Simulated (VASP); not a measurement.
# CsGeBr3 (Pm-3m) in VASP: single point with LDA

Aim: the single point of CsGeBr3 with LDA.

All numbers are computed with VASP 6.6.1; they aren't measurements. Logs are shortened: lines on timing, memory, paths and dates and some standing lists are left out, and cuts for length are marked.

### Step 1. The cell of the first run

It takes space group Pm-3m (No. 221, cubic). Conventional cell: a = 5.533 Å, b = 5.533 Å, c = 5.533 Å, α = 90.00°, β = 90.00°, γ = 90.00°. Cs (site symmetry m-3m) has 12 Br at 3.91 Å and 8 Ge at 4.79 Å within 5.1 Å. Ge (site symmetry m-3m) has 6 Br at 2.77 Å within 3.6 Å. Within 3.6 Å of Br (site symmetry 4/mmm) lie 2 Ge at 2.77 Å.

### Step 2. Single point, LDA

Input file INCAR:

```
SYSTEM = CsGeBr3
PREC     = Accurate       ! precision mode
ENCUT    = 520            ! plane-wave cutoff, eV
EDIFF    = 1E-6           ! SCF threshold, eV
ISMEAR   = 0              ! smearing method
SIGMA    = 0.05           ! smearing width, eV
LREAL    = .False.        ! projectors in reciprocal space
LASPH    = .True.         ! aspherical terms in the spheres
NELM     = 100            ! most SCF steps
ALGO     = Normal         ! electronic algorithm
ISIF     = 2              ! what is computed and relaxed
LWAVE    = .False.        ! write WAVECAR
LCHARG   = .True.         ! write CHGCAR
LELF     = .True.         ! ELF
LVHAR    = .True.       
NBANDS   = 30             ! bands
```

Input file KPOINTS:

```
regular mesh
0
Gamma
  6 6 6
  0 0 0
```

Input file POSCAR:

```
CsGeBr3
1.0
    5.5333271400      0.0000000000      0.0000000000
    0.0000000000      5.5333271400      0.0000000000
    0.0000000000      0.0000000000      5.5333271400
Cs Ge Br
1 1 3
Direct
    0.0000000000      0.0000000000      0.0000000000
    0.5000000000      0.5000000000      0.5000000000
    0.5000000000      0.5000000000      0.0000000000
    0.5000000000      0.0000000000      0.5000000000
    0.0000000000      0.5000000000      0.5000000000
```

Potentials or basis: VASP PAW LDA potentials, release 64 (Cs_sv, Ge_d, Br).

On the command line:

```console
$ cat potpaw_LDA.64/Cs_sv/POTCAR potpaw_LDA.64/Ge_d/POTCAR potpaw_LDA.64/Br/POTCAR > POTCAR
$ mpirun -np 1 vasp_std > vasp.out
```

OUTCAR:

```text
SYSTEM = CsGeBr3
   PREC = Accurate
   ENCUT = 520
   EDIFF = 1E-6
   ISMEAR = 0
   LREAL = .False.
   LASPH = .True.
   NELM = 100
   ISIF = 2

 ion  position               nearest neighbor table
   1  0.000  0.000  0.000-
   2  0.500  0.500  0.500-   3 2.77   4 2.77   5 2.77   3 2.77   4 2.77   5 2.77
   3  0.500  0.500  0.000-   2 2.77   2 2.77
   4  0.500  0.000  0.500-   2 2.77   2 2.77
   5  0.000  0.500  0.500-   2 2.77   2 2.77

  LATTYP: Found a simple cubic cell.
 ALAT       =     5.5333271400

  Lattice vectors:

 A1 = (   5.5333271400,   0.0000000000,   0.0000000000)
 A2 = (   0.0000000000,   5.5333271400,   0.0000000000)
 A3 = (   0.0000000000,   0.0000000000,   5.5333271400)

Analysis of symmetry for initial positions (statically):
=====================================================================
 Subroutine PRICEL returns:
 Original cell was already a primitive cell.

 Routine SETGRP: Setting up the symmetry group for a
 simple cubic supercell.

 Subroutine GETGRP returns: Found 48 space group operations
 (whereof 48 operations were pure point group operations)
 out of a pool of 48 trial point group operations.

The static configuration has the point symmetry O_h .

Analysis of symmetry for dynamics (positions and initial velocities):
=====================================================================
 Subroutine PRICEL returns:
 Original cell was already a primitive cell.

 Routine SETGRP: Setting up the symmetry group for a
 simple cubic supercell.

 Subroutine GETGRP returns: Found 48 space group operations
 (whereof 48 operations were pure point group operations)
 out of a pool of 48 trial point group operations.

The dynamic configuration has the point symmetry O_h .

 Subroutine INISYM returns: Found 48 space group operations
 (whereof 48 operations are pure point group operations),
 and found     1 'primitive' translations

----------------------------------------------------------------------------------------

                                     Primitive cell

  volume of cell :     169.4178

  direct lattice vectors                    reciprocal lattice vectors
     5.533327140  0.000000000  0.000000000     0.180723094  0.000000000  0.000000000
     0.000000000  5.533327140  0.000000000     0.000000000  0.180723094  0.000000000
     0.000000000  0.000000000  5.533327140     0.000000000  0.000000000  0.180723094
[... 85 lines left out ...]
   EDIFF  = 0.1E-05   stopping-criterion for ELM
   LREAL  =      F    real-space projection
   EDIFFG = 0.1E-04   stopping-criterion for IOM
   NSW    =      0    number of steps for IOM
   IBRION =     -1    ionic relax: 0-MD 1-quasi-New 2-CG
   NFREE  =      0    steps in history (QN), initial steepest desc. (CG)
   ISIF   =      2    stress and relaxation
   ISYM   =      2    0-nonsym 1-usesym 2-fastsym
   POTIM  = 0.5000    time-step for ionic-motion
   TEBEG  =    0.0;   TEEND  =   0.0 temperature during run
   PSTRESS=    0.0 pullay stress
   NELECT =      44.0000    total number of electrons
   NUPDOWN=      -1.0000    fix difference up-down
   EMIN   =  10.00;   EMAX   =-10.00  energy-range for DOS
   EFERMI =   0.00;   METHOD = LEGACY
   ISMEAR =     0;   SIGMA  =   0.05  broadening in eV -4-tet -1-fermi 0-gaus
   EFERMI_NEDOS =   21; number of points for ismear=-14 and -15
   IALGO  =     38    algorithm
   IMIX   =      4    mixing-type and parameters
     AMIX     =   0.40;   BMIX     =  1.00
     AMIX_MAG =   1.60;   BMIX_MAG =  1.00
  volume/ion in A,a.u.               =      33.88       228.66
  Fermi-wavevector in a.u.,A,eV,Ry     =   1.044494  1.973808 14.843523  1.090968
  Thomas-Fermi vector in A             =   2.179249
   LORBIT       =      0    0 simple, 1 ext, 2 COOP (PROOUT), +10 PAW based schemes
   GGA     = CA    functional components
   LHFCALC =     F    Hartree Fock is set to
   AEXX    =    0.0000 exact exchange contribution
   IVDW    =     0    specifies the selected vdW correction
   LEPSILON=     F    determine dielectric tensor
   LRPA    =     F    only Hartree local field effects (RPA)
 non-spin polarized calculation
 Gauss-broadening in eV      SIGMA  =   0.05
  energy-cutoff  :      520.00
  volume of cell :      169.42
 maximum number of plane-waves:      4632
 NGX is ok and might be reduce to    42
   NGX = 21   NGY = 21   NGZ = 21

 number of electron      44.0000014 magnetization

 Free energy of the ion-electron system (eV)
  ---------------------------------------------------
  ext. energy  EPLUGINS =         0.00000000
  ---------------------------------------------------
  free energy    TOTEN  =       -18.13415995 eV

  energy without entropy =      -18.13415995  energy(sigma->0) =      -18.13415995

 E-fermi :   1.9930     XC(G=0):  -8.6345

 val. band max:        1.7667685852   @ k =   0.5000   0.5000   0.5000
 cond. band min:       2.2840101487   @ k =   0.5000   0.5000   0.5000
 fundamental gap:      0.5172415635
 Fermi energy:         1.9930084668

 k-point     1 :       0.0000    0.0000    0.0000
  band No.  band energies     occupation
      1     -23.6332      2.00000
      2     -23.6332      2.00000
      3     -23.6206      2.00000
      4     -23.6206      2.00000
      5     -23.6206      2.00000
      6     -19.5240      2.00000
[... 649 lines left out ...]
     29       6.5959      0.00000
     30       8.2264      0.00000

------------------------ aborting loop because EDIFF is reached ----------------------------------------

  FORCE on cell =-STRESS in cart. coord.  units (eV):
  Direction    XX          YY          ZZ          XY          YZ          ZX
  --------------------------------------------------------------------------------------
  -------------------------------------------------------------------------------------
  Total       -2.1840880     -2.1840880     -2.1840880     -0.0000000      0.0000000     -0.0000000
  in kB      -20.6548323    -20.6548323    -20.6548323     -0.0000000      0.0000000     -0.0000000
  external PRESSURE =     -20.6548323 kB  Pullay stress =       0.0000000 kB

 VOLUME and BASIS-vectors are now :
 -----------------------------------------------------------------------------
  energy-cutoff  :      520.00
  volume of cell :      169.42
      direct lattice vectors                 reciprocal lattice vectors
     5.533327140  0.000000000  0.000000000     0.180723094  0.000000000  0.000000000
     0.000000000  5.533327140  0.000000000     0.000000000  0.180723094  0.000000000
     0.000000000  0.000000000  5.533327140     0.000000000  0.000000000  0.180723094

 POSITION                                       TOTAL-FORCE (eV/Angst)
 -----------------------------------------------------------------------------------
      0.00000      0.00000      0.00000         0.000000      0.000000      0.000000
      2.76666      2.76666      2.76666         0.000000      0.000000      0.000000
      2.76666      2.76666      0.00000         0.000000      0.000000      0.000000
      2.76666      0.00000      2.76666         0.000000      0.000000      0.000000
      0.00000      2.76666      2.76666         0.000000      0.000000      0.000000
 -----------------------------------------------------------------------------------
    total drift:                                0.000000     -0.000000     -0.000000

  FREE ENERGIE OF THE ION-ELECTRON SYSTEM (eV)
  ---------------------------------------------------
  free  energy   TOTEN  =       -18.1341599545 eV

  energy  without entropy=      -18.1341599545  energy(sigma->0) =      -18.13415995
```

OSZICAR:

```text
N       E                     dE             d eps       ncg     rms          rms(c)
DAV:   1     0.370110665113E+03    0.37011E+03   -0.19348E+04  1514   0.189E+03
DAV:   2     0.348640069555E+02   -0.33525E+03   -0.31812E+03  1438   0.518E+02
DAV:   3    -0.162935783472E+02   -0.51158E+02   -0.50715E+02  1436   0.133E+02
DAV:   4    -0.185091012803E+02   -0.22155E+01   -0.22092E+01  1466   0.341E+01
DAV:   5    -0.185589455854E+02   -0.49844E-01   -0.49835E-01  1446   0.483E+00    0.499E+00
DAV:   6    -0.181750641291E+02    0.38388E+00   -0.59458E-01  1644   0.466E+00    0.296E+00
DAV:   7    -0.181361625231E+02    0.38902E-01   -0.26133E-01  1572   0.222E+00    0.107E+00
DAV:   8    -0.181350671812E+02    0.10953E-02   -0.43001E-02  1534   0.152E+00    0.138E-01
DAV:   9    -0.181341041134E+02    0.96307E-03   -0.39416E-03  1758   0.529E-01    0.663E-02
DAV:  10    -0.181341635936E+02   -0.59480E-04   -0.35967E-04  1470   0.999E-02    0.327E-02
DAV:  11    -0.181341601024E+02    0.34912E-05   -0.35590E-05  1650   0.501E-02    0.558E-03
DAV:  12    -0.181341599545E+02    0.14791E-06   -0.92814E-06  1522   0.251E-02
   1 F= -.18134160E+02 E0= -.18134160E+02  d E =-.167605E-12
```

Wall time 54 s (1 thread of Intel Xeon Platinum 8488C (Sapphire Rapids), shared host); peak memory 0.27 GiB.

What came out:

```
Free energy            : -18.1342 eV
Pressure               : -2.1 GPa
Band gap on the k mesh : 0.52 eV, direct
```

Caveat: spin-orbit coupling is left out, which moves the levels of the heavy elements. A k mesh can miss the band edges.
